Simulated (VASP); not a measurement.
**Ru: single point with PBEsol**

Ru:

```xyz
2
Lattice="2.6895 0.0000 0.0000 -1.3448 2.3292 0.0000 0.0000 0.0000 4.2519" Properties=species:S:1:pos:R:3 pbc="T T T"
Ru    0.0000    1.5528    1.0630
Ru    1.3448    0.7764    3.1889
```

| Property | Result |
| --- | --- |
| Program | VASP 6.6.1 |
| Task | single point |
| Functional | PBEsol |
| Potentials or basis | VASP PAW PBE potentials, release 64 (Ru_pv) |
| Cutoff | 520 eV |
| k mesh | 18 × 18 × 10 |
| Occupations | gaussian, width 0.1 eV |
| Spin | no spin polarisation |
| Dipole correction | no |
| k mesh for the DOS | 27 × 27 × 15 |
| Occupations for the DOS | tetrahedron |
| Further INCAR settings | ALGO = Fast; EDIFF = 1e-07 |

```json
{
 "Valence electrons inside the program's atomic spheres": "Ru 12.70"
}
```

Levels at points of the mesh, in eV from the Fermi level:
```
           k point  band 12  band 13  band 14  band 15  band 16  band 17
(0.00, 0.00, 0.00)    -1.98    -1.98    -1.45    -1.45     1.22     1.22
```

Run time: 3.8 min on 1 thread of Intel(R) Xeon(R) Platinum 8488C (Sapphire Rapids) (shared host), peak memory 0.36 GiB.
